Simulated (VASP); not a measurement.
# BaTiO3 (P4/mmm) in VASP: notebook, part 2 of 2

VASP 6.6.1.

## (4) Single point, r2SCAN (strain -0.0300 x Voigt [0, 0, 1, 0, 0, 0])

POSCAR reads:

```
BaTiO3
1.0
    3.9940382582      0.0000000000      0.0000000000
    0.0000000000      3.9940382582      0.0000000000
    0.0000000000      0.0000000000      3.8742171105
Ba Ti O
1 1 3
Direct
    0.5000000000      0.5000000000      0.5000000000
    0.0000000000      0.0000000000      0.0000000000
    0.5000000000      0.0000000000      0.0000000000
    0.0000000000      0.5000000000      0.0000000000
    0.0000000000      0.0000000000      0.5000000000
```

INCAR.step1 reads:

```
ALGO = Normal ; EDIFF = 1E-4
ENCUT = 520 ; GGA = PE
ISMEAR = 0 ; LASPH = True
LCHARG = False ; LREAL = False
LWAVE = True ; NBANDS = 28
NELM = 100 ; PREC = Accurate
SIGMA = 0.05
```

INCAR.step2 reads:

```
ALGO = Normal ; EDIFF = 1E-6
ENCUT = 520 ; ISIF = 2
ISMEAR = 0 ; ISTART = 1
LASPH = True ; LCHARG = False
LMIXTAU = True ; LREAL = False
LWAVE = False ; METAGGA = R2SCAN
NBANDS = 28 ; NELM = 100
PREC = Accurate ; SIGMA = 0.05
```

KPOINTS reads:

```
k-points
0
Gamma
  8 8 8
```

Potentials or basis: VASP PAW PBE potentials, release 64 (Ba_sv, Ti_sv, O).

Run with:

```sh
$ cat potpaw_PBE.64/Ba_sv/POTCAR potpaw_PBE.64/Ti_sv/POTCAR potpaw_PBE.64/O/POTCAR > POTCAR
$ cp INCAR.step1 INCAR
$ mpirun -np 1 vasp_std > vasp.out
$ cp INCAR.step2 INCAR
$ mpirun -np 1 vasp_std > vasp.out
```

OUTCAR:

```text
EDIFF = 1E-6
   ENCUT = 520
   ISIF = 2
   ISMEAR = 0
   ISTART = 1
   LASPH = True
   LREAL = False
   METAGGA = R2SCAN
   NELM = 100
   PREC = Accurate

 ion  position               nearest neighbor table
   1  0.500  0.500  0.500-   3 2.78   4 2.78   3 2.78   4 2.78   3 2.78   3 2.78   4 2.78   4 2.78
                             5 2.82   5 2.82   5 2.82   5 2.82   2 3.42   2 3.42   2 3.42   2 3.42
   2  0.000  0.000  0.000-   5 1.94   5 1.94   3 2.00   4 2.00   4 2.00   3 2.00   1 3.42   1 3.42
                             1 3.42   1 3.42   1 3.42   1 3.42   1 3.42   1 3.42
   3  0.500  0.000  0.000-   2 2.00   2 2.00   1 2.78   1 2.78   1 2.78   1 2.78
   4  0.000  0.500  0.000-   2 2.00   2 2.00   1 2.78   1 2.78   1 2.78   1 2.78
   5  0.000  0.000  0.500-   2 1.94   2 1.94   1 2.82   1 2.82   1 2.82   1 2.82

  LATTYP: Found a simple tetragonal cell.
 ALAT       =     3.9940382582
 C/A-ratio  =     0.9700000000

  Lattice vectors:

 A1 = (   3.9940382582,   0.0000000000,   0.0000000000)
 A2 = (   0.0000000000,   3.9940382582,   0.0000000000)
 A3 = (   0.0000000000,   0.0000000000,   3.8742171105)

Analysis of symmetry for initial positions (statically):
[... 183 lines left out ...]
 cond. band min:       6.0029864570   @ k =   0.0000   0.0000   0.0000
 fundamental gap:      2.1519471716
 Fermi energy:         4.1142281538

 k-point     1 :       0.0000    0.0000    0.0000
  band No.  band energies     occupation
      1     -54.8834      2.00000
      2     -30.0836      2.00000
      3     -30.0571      2.00000
      4     -30.0571      2.00000
      5     -21.5722      2.00000
      6     -14.1601      2.00000
[... 733 lines left out ...]
     27      12.6210      0.00000
     28      13.5810      0.00000

 [... further k-points ...]

------------------------ aborting loop because EDIFF is reached ----------------------------------------

  FORCE on cell =-STRESS in cart. coord.  units (eV):
  Direction    XX          YY          ZZ          XY          YZ          ZX
  --------------------------------------------------------------------------------------
  -------------------------------------------------------------------------------------
  Total        2.2575679      2.2575679      5.1870333      0.0000000      0.0000000      0.0000000
  in kB       58.5252149     58.5252149    134.4687051      0.0000000      0.0000000      0.0000000
  external PRESSURE =      83.8397116 kB  Pullay stress =       0.0000000 kB

 VOLUME and BASIS-vectors are now :
 -----------------------------------------------------------------------------
  energy-cutoff  :      520.00
  volume of cell :       61.80
      direct lattice vectors                 reciprocal lattice vectors
     3.994038258  0.000000000  0.000000000     0.250373165  0.000000000  0.000000000
     0.000000000  3.994038258  0.000000000     0.000000000  0.250373165  0.000000000
     0.000000000  0.000000000  3.874217111     0.000000000  0.000000000  0.258116665

 POSITION                                       TOTAL-FORCE (eV/Angst)
 -----------------------------------------------------------------------------------
      1.99702      1.99702      1.93711         0.000000      0.000000      0.000000
      0.00000      0.00000      0.00000         0.000000      0.000000      0.000000
      1.99702      0.00000      0.00000         0.000000      0.000000      0.000000
      0.00000      1.99702      0.00000         0.000000      0.000000      0.000000
      0.00000      0.00000      1.93711         0.000000      0.000000      0.000000
 -----------------------------------------------------------------------------------
    total drift:                                0.000000     -0.000000      0.000000

  FREE ENERGIE OF THE ION-ELECTRON SYSTEM (eV)
  ---------------------------------------------------
  free  energy   TOTEN  =       -74.1393092619 eV

  energy  without entropy=      -74.1393092619  energy(sigma->0) =      -74.13930926
```

It took 3.6 min on 1 thread of Intel Xeon Platinum 8559C (Emerald Rapids), shared host; peak memory 0.27 GiB.

Results:

```
Free energy            : -74.1393 eV
Pressure               : 8.4 GPa
Band gap on the k mesh : 2.15 eV (least direct gap 2.28 eV)
```

Caveat: the cell differs from its parent crystal (strain -0.0300 x Voigt [0, 0, 1, 0, 0, 0]); the stress differs along the axes, from 6 to 13 GPa; the PAW data sets were made with another functional, which shifts forces and pressure a little; spin-orbit coupling is left out, which moves the levels of the heavy elements.

## (5) The runs side by side

| cell | gap on the mesh (eV) | pressure (GPa) |
| --- | --- | --- |
| a = 3.994, b = 3.994, c = 3.754 Å, 5 atoms | 2.13 | 16.5 |
| a = 3.994, b = 3.994, c = 3.814 Å, 5 atoms | 2.14 | 12.2 |
| a = 3.994, b = 3.994, c = 3.874 Å, 5 atoms | 2.15 | 8.4 |

Alike in all rows: task single point; level r2SCAN; potentials or basis VASP PAW PBE potentials, release 64 (Ba_sv, Ti_sv, O); no spin polarisation; k mesh 8 × 8 × 8; cutoff (eV) 520; smearing gaussian 0.05 eV.

Caveats: the PAW data sets were made with another functional, which shifts forces and pressure a little; spin-orbit coupling is left out, which moves the levels of the heavy elements; the stress differs along the axes, from 10 to 29 GPa (at least some runs); the stress differs along the axes, from 8 to 21 GPa (at least some runs); the stress differs along the axes, from 6 to 13 GPa (at least some runs).

Absolute energies hang on the potentials; compare differences alone.
